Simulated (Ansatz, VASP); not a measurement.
# SnO2 in VASP and in Ansatz

```
Sn O
1.0
     1.63837    0.94592    4.86377
    -1.63837    0.94592    4.86377
     0.00000   -1.89183    4.86377
Sn O
1 2
Direct
  0.50000 0.50000 0.50000
  0.76283 0.76283 0.76283
  0.23717 0.23717 0.23717
```

Change from the starting cell: volume scaled by 1.04.

Alike in both runs: task single point; functional PBE; k mesh 10 × 10 × 10; occupations fermi-dirac, width 0.05 eV; no spin polarisation.

|  | VASP | Ansatz |
| --- | --- | --- |
| version | VASP 6.6.1 | Ansatz 0.2.0 |
| potentials or method | VASP PAW PBE potentials, release 64 (Sn_d, O), cutoff 520 eV | all-electron LAPW, scalar-relativistic |

```tsv
	VASP	Ansatz	Ansatz less VASP
gap on the k mesh at the Fermi level (eV)	1.68	1.71	+0.028
least direct gap on the mesh (eV)	1.76	1.78	+0.024
pressure (GPa)	-5.1	-5.6	-0.49
traceless stress, the component that is largest in VASP (GPa)	1.53	1.86	+0.329
rms of the force components (eV/Å)	0.219	0.241	+0.0226
```

Atom by atom the forces differ by 0.023 eV/Å (rms over components). Ansatz ran all-electron here, and VASP with PAW potentials.
